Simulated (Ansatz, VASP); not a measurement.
# HfGeTe: VASP beside Ansatz

File INCAR:

```
SYSTEM = HfGeTe
PREC = Accurate ; ENCUT = 520
EDIFF = 1E-7 ; ISMEAR = -1
SIGMA = 0.05 ; LREAL = .False.
LASPH = .True. ; NELM = 80
ALGO = Normal ; ISIF = 2
LWAVE = .False. ; LCHARG = .False.
NBANDS = 39
```

The input KPOINTS:

```
regular mesh
0
Gamma
  6 6 3
  0 0 0
```

POSCAR

```
HfGeTe
1.0
    3.7085589694      0.0000000000      0.0000000000
    0.0000000000      3.7085589694      0.0000000000
    0.0000000000      0.0000000000      8.1454137570
Hf Ge Te
2 2 2
Direct
    0.0000000000      0.5000000000      0.2410000000
    0.5000000000      0.0000000000      0.7590000000
    0.0000000000      0.0000000000      0.0000000000
    0.5000000000      0.5000000000      0.0000000000
    0.0000000000      0.5000000000      0.6200000000
    0.5000000000      0.0000000000      0.3800000000
```

Input for Ansatz:

```yaml
crystal:
  lattice:
    - [3.708558969366595, 0.0, 0.0]
    - [0.0, 3.708558969366595, 0.0]
    - [0.0, 0.0, 8.145413757006732]
  atoms:
    - { symbol: Hf, position: [0.0, 0.5, 0.241] }
    - { symbol: Hf, position: [0.5, 0.0, 0.759] }
    - { symbol: Ge, position: [0.0, 0.0, 0.0] }
    - { symbol: Ge, position: [0.5, 0.5, 0.0] }
    - { symbol: Te, position: [0.0, 0.5, 0.62] }
    - { symbol: Te, position: [0.5, 0.0, 0.38] }
basis:
  ecutwfc: 470.0
kpoints:
  mp_grid:
    grid: [6, 6, 3]
hamiltonian:
  xc: lda
  pseudopotentials:
    kind: paw
scf:
  occupations:
    method: fermi_dirac
    width: 0.05
output:
  stress: true
```

Alike in both runs: task single point; functional LDA; k mesh 6 × 6 × 3; occupations fermi-dirac, width 0.05 eV; no spin polarisation.

|  | VASP | Ansatz |
| --- | --- | --- |
| version | VASP 6.6.1 | Ansatz 0.2.0 |
| potentials or method | VASP PAW LDA potentials, release 64 (Hf_pv, Ge_d, Te), cutoff 520 eV | plane waves, PAW |
| valence electrons in the cell | 60 | 112 |

```csv
,VASP,Ansatz,Ansatz less VASP
pressure (GPa),11.2,11.0,-0.23
"traceless stress, the component that is largest in VASP (GPa)",1.47,1.52,+0.051
```

LDA's correlation is that of Perdew and Zunger in VASP and of Perdew and Wang (1992) in Ansatz. VASP's potentials hold 60 valence electrons a cell and Ansatz's 112, so a difference there can come from the potentials and not from the codes.

Neither program's run includes spin-orbit coupling.
